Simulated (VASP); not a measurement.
# Sc (P6_3/mmc) in VASP: further runs, part 2 of 2

VASP 6.6.1. The steps go on from the part before.

### 3 Relaxation of cell and atoms, r2SCAN, target pressure 5 GPa, at which the enthalpy is minimised

POSCAR

```
Sc
1.0
    3.2800000000      0.0000000000      0.0000000000
   -1.6400000000      2.8405633244      0.0000000000
    0.0000000000      0.0000000000      5.3562400000
Sc
2
Direct
    0.3333333333      0.6666666667      0.2500000000
    0.6666666667      0.3333333333      0.7500000000
```

INCAR.step1

```
SYSTEM = Sc
  PREC = Accurate
  ENCUT = 600
  ISMEAR = 1
  SIGMA = 0.05
  LREAL = .FALSE.
  LASPH = .TRUE.
  NELM = 100
  GGA = PE
  ALGO = Normal
  EDIFF = 1E-4
  LWAVE = .TRUE.
  LCHARG = .FALSE.
```

INCAR.step2

```
SYSTEM = Sc
  PREC = Accurate
  ENCUT = 600
  EDIFF = 1E-7
  ISMEAR = 1
  SIGMA = 0.05
  LREAL = .FALSE.
  LASPH = .TRUE.
  NELM = 100
  ALGO = Normal
  ISIF = 3
  LWAVE = .FALSE.
  LCHARG = .FALSE.
  METAGGA = R2SCAN
  LMIXTAU = .TRUE.
  IBRION = 2
  NSW = 80
  EDIFFG = -0.03
  PSTRESS = 50.0
  ISTART = 1
```

KPOINTS

```
regular mesh
0
G
  8 8 4
  0 0 0
```

Potentials or basis: VASP PAW PBE potentials, release 64 (Sc_sv).

Launch:

```console
cat potpaw_PBE.64/Sc_sv/POTCAR > POTCAR
cp INCAR.step1 INCAR
mpirun -np 1 vasp_std > vasp.out
cp INCAR.step2 INCAR
mpirun -np 1 vasp_std > vasp.out
```

OUTCAR:

```text
SYSTEM = Sc
   PREC = Accurate
   ENCUT = 600
   EDIFF = 1E-7
   ISMEAR = 1
   LREAL = .FALSE.
   LASPH = .TRUE.
   NELM = 100
   ISIF = 3
   METAGGA = R2SCAN
   IBRION = 2
   NSW = 80
   EDIFFG = -0.03
   PSTRESS = 50.0
   ISTART = 1

 ion  position               nearest neighbor table
   1  0.333  0.667  0.250-   2 3.28   2 3.28   2 3.28   2 3.28   2 3.28   2 3.28
   2  0.667  0.333  0.750-   1 3.28   1 3.28   1 3.28   1 3.28   1 3.28   1 3.28

  LATTYP: Found a hexagonal cell.
 ALAT       =     3.2800000000
 C/A-ratio  =     1.6330000000

  Lattice vectors:

 A1 = (   3.2800000000,   0.0000000000,   0.0000000000)
 A2 = (  -1.6400000000,   2.8405633244,   0.0000000000)
 A3 = (   0.0000000000,   0.0000000000,   5.3562400000)

Analysis of symmetry for initial positions (statically):
=====================================================================
 Subroutine PRICEL returns:
 Original cell was already a primitive cell.

 Routine SETGRP: Setting up the symmetry group for a
 hexagonal supercell.

 Subroutine GETGRP returns: Found 24 space group operations
 (whereof 12 operations were pure point group operations)
 out of a pool of 24 trial point group operations.

The static configuration has the point symmetry D_3d.
 The point group associated with its full space group is D_6h.

Analysis of symmetry for dynamics (positions and initial velocities):
=====================================================================
 Subroutine PRICEL returns:
 Original cell was already a primitive cell.

 Routine SETGRP: Setting up the symmetry group for a
 hexagonal supercell.

 Subroutine GETGRP returns: Found 24 space group operations
 (whereof 12 operations were pure point group operations)
 out of a pool of 24 trial point group operations.

The dynamic configuration has the point symmetry D_3d.
 The point group associated with its full space group is D_6h.

 Subroutine INISYM returns: Found 24 space group operations
 (whereof 12 operations are pure point group operations),
 and found     1 'primitive' translations

----------------------------------------------------------------------------------------

                                     Primitive cell

  volume of cell :      49.9043

  direct lattice vectors                    reciprocal lattice vectors
     3.280000000  0.000000000  0.000000000     0.304878049  0.176021424  0.000000000
    -1.640000000  2.840563324  0.000000000     0.000000000  0.352042847  0.000000000
     0.000000000  0.000000000  5.356240000     0.000000000  0.000000000  0.186698132

  length of vectors
     3.280000000  3.280000000  5.356240000     0.352042847  0.352042847  0.186698132

  position of ions in fractional coordinates (direct lattice)
     0.333333333  0.666666667  0.250000000
     0.666666667  0.333333333  0.750000000

  ion indices of the primitive-cell ions
   primitive index   ion index
                 1           1
                 2           2

[... 59 lines left out ...]
   NGX,Y,Z   is equivalent  to a cutoff of  14.19, 14.19, 14.90 a.u.
   NGXF,Y,Z  is equivalent  to a cutoff of  28.38, 28.38, 29.80 a.u.
 SYSTEM =  Sc
   PREC   = accura    normal or accurate (medium, high low for compatibility)
   ISTART =      1    job   : 0-new  1-cont  2-samecut
   ICHARG =      0    charge: 1-file 2-atom 10-const
   ISPIN  =      1    spin polarized calculation?
   LNONCOLLINEAR =      F non collinear calculations
   LSORBIT =      F    spin-orbit coupling
   LASPH  =      T    aspherical Exc in radial PAW
   ENCUT  =  600.0 eV  44.10 Ry    6.64 a.u.   6.55  6.55 10.70*2*pi/ulx,y,z
   NELM   =    100;   NELMIN=  2; NELMDL=  0     # of ELM steps
   EDIFF  = 0.1E-06   stopping-criterion for ELM
   LREAL  =      F    real-space projection
   EDIFFG = -.3E-01   stopping-criterion for IOM
   NSW    =     80    number of steps for IOM
   IBRION =      2    ionic relax: 0-MD 1-quasi-New 2-CG
   NFREE  =      1    steps in history (QN), initial steepest desc. (CG)
   ISIF   =      3    stress and relaxation
   ISYM   =      2    0-nonsym 1-usesym 2-fastsym
   POTIM  = 0.5000    time-step for ionic-motion
   TEBEG  =    0.0;   TEEND  =   0.0 temperature during run
   PSTRESS=   50.0 pullay stress
   NELECT =      22.0000    total number of electrons
   NUPDOWN=      -1.0000    fix difference up-down
   EMIN   =  10.00;   EMAX   =-10.00  energy-range for DOS
   EFERMI =   0.00;   METHOD = LEGACY
   ISMEAR =     1;   SIGMA  =   0.05  broadening in eV -4-tet -1-fermi 0-gaus
   EFERMI_NEDOS =   21; number of points for ismear=-14 and -15
   IALGO  =     38    algorithm
   IMIX   =      4    mixing-type and parameters
     AMIX     =   0.40;   BMIX     =  1.00
     AMIX_MAG =   1.60;   BMIX_MAG =  1.00
  volume/ion in A,a.u.               =      24.95       168.39
  Fermi-wavevector in a.u.,A,eV,Ry     =   1.245957  2.354517 21.121794  1.552408
  Thomas-Fermi vector in A             =   2.380156
   LORBIT       =      0    0 simple, 1 ext, 2 COOP (PROOUT), +10 PAW based schemes
   METAGGA = R2SCAN    functional components
   LHFCALC =     F    Hartree Fock is set to
   AEXX    =    0.0000 exact exchange contribution
   IVDW    =     0    specifies the selected vdW correction
   LEPSILON=     F    determine dielectric tensor
   LRPA    =     F    only Hartree local field effects (RPA)
 conjugate gradient relaxation of ions
 non-spin polarized calculation
 Methfessel and Paxton  Order N= 1 SIGMA  =   0.05
  energy-cutoff  :      600.00
  volume of cell :       49.90
 maximum number of plane-waves:      1713
 NGX is ok and might be reduce to    28
   NGX = 13   NGY = 13   NGZ = 21

--------------------------------------- Ionic step        1  -------------------------------------------

 number of electron      22.0000000 magnetization

 Free energy of the ion-electron system (eV)
  ---------------------------------------------------
  ext. energy  EPLUGINS =         0.00000000
  ---------------------------------------------------
  free energy    TOTEN  =       -22.70368687 eV

  energy without entropy =      -22.70395826  energy(sigma->0) =      -22.70377734

------------------------ aborting loop because EDIFF is reached ----------------------------------------

  FORCE on cell =-STRESS in cart. coord.  units (eV):
  Direction    XX          YY          ZZ          XY          YZ          ZX
  --------------------------------------------------------------------------------------
  -------------------------------------------------------------------------------------
  Total        0.4551230      0.4551230     -0.7233642      0.0000000      0.0000000      0.0000000
  in kB       14.6117092     14.6117092    -23.2235856      0.0000000      0.0000000      0.0000000
  external PRESSURE =     -48.0000557 kB  Pullay stress =      50.0000000 kB
[... 177 lines left out ...]
--------------------------------------- Ionic step        6  -------------------------------------------

 number of electron      22.0000000 magnetization

 Free energy of the ion-electron system (eV)
  ---------------------------------------------------
  ext. energy  EPLUGINS =         0.00000000
  ---------------------------------------------------
  free energy    TOTEN  =       -22.66440041 eV

  energy without entropy =      -22.66362262  energy(sigma->0) =      -22.66414115

 E-fermi :   4.1563     XC(G=0): -10.9083

 val. band max:        4.1450815799   @ k =   0.2500   0.1250   0.0000
 cond. band min:       4.1695765820   @ k =   0.1250   0.1250   0.2500
 fundamental gap:      0.0244950021
 Fermi energy:         4.1562869477

 k-point     1 :       0.0000    0.0000    0.0000
  band No.  band energies     occupation
      1     -47.1752      2.00000
      2     -47.0737      2.00000
      3     -25.1144      2.00000
      4     -24.6604      2.00000
      5     -24.6604      2.00000
      6     -24.5740      2.00000
      7     -24.5740      2.00000
      8     -24.5371      2.00000
      9      -1.4775      2.00000
     10       2.3479      2.00000
     11       4.8472     -0.00000
     12       6.0271      0.00000
     13       6.0271      0.00000
     14       6.3834      0.00000
[... 401 lines left out ...]
      2     -47.0863      2.00000
      3     -25.0137      2.00000
      4     -25.0137      2.00000
      5     -24.6842      2.00000
      6     -24.6842      2.00000
      7     -24.6761      2.00000
      8     -24.6761      2.00000
      9       2.2115      2.00000
     10       2.2115      2.00000
     11       4.3126     -0.00009
     12       4.3126     -0.00009
     13       5.5246      0.00000
     14       5.5246      0.00000
     15       6.8783      0.00000

 [... further k-points ...]

------------------------ aborting loop because EDIFF is reached ----------------------------------------

  FORCE on cell =-STRESS in cart. coord.  units (eV):
  Direction    XX          YY          ZZ          XY          YZ          ZX
  --------------------------------------------------------------------------------------
  -------------------------------------------------------------------------------------
  Total        1.4796600      1.4796600      1.4598481      0.0000000      0.0000000      0.0000000
  in kB       51.5715992     51.5715992     50.8810797      0.0000000      0.0000000      0.0000000
  external PRESSURE =       1.3414260 kB  Pullay stress =      50.0000000 kB
[... 21 lines left out ...]
  energy  without entropy=      -22.6636226187  energy(sigma->0) =      -22.66414115

  enthalpy is  TOTEN    =       -21.2298317361 eV   P V=        1.4345686731

 reached required accuracy - stopping structural energy minimisation
```

Wall time 17 min (1 thread of Oxide Virtual Turin-like, shared host); peak memory 0.18 GiB.

What came out:

| Quantity | Value |
| --- | --- |
| Free energy | -22.6644 eV |
| Relaxed volume | 22.98 Å³/atom |
| Relaxed cell | a = 3.248 Å, b = 3.248 Å, c = 5.031 Å, α = 90.00°, β = 90.00°, γ = 120.00° |
| Space group after relaxing (to 0.1 Å) | P6_3/mmc (No. 194) |
| Energy change on relaxing (the run minimises the enthalpy) | +19.6 meV/atom |
| Ionic steps | 6 |
| Pressure after relaxing | 5.1 GPa |
| Band gap on the k mesh | zero (bands 11 and 12 overlap by 1.76 eV) |

Step by step:
```csv
step,energy change (eV),largest force (eV/Å),pressure (GPa),volume (Å³)
1,0.0000,0.0000,0.20,49.90
2,0.0944,0.0000,7.48,44.68
3,0.0524,0.0000,5.55,45.81
4,0.0410,0.0000,5.27,45.93
5,0.0396,0.0000,5.18,45.96
6,0.0393,0.0000,5.13,45.97
```

Final structure:
```
Sc
1.0
     3.24816    0.00000    0.00000
    -1.62408    2.81299    0.00000
     0.00000    0.00000    5.03102
Sc
2
Direct
  0.33333 0.66667 0.25000
  0.66667 0.33333 0.75000
```

Caveat: the cell is relaxed towards a set pressure, so the run minimises the enthalpy, not the energy; the PAW data sets were made with another functional, which shifts forces and pressure a little.

The gap in the log of VASP goes by the Fermi energy; the results here count the filled bands.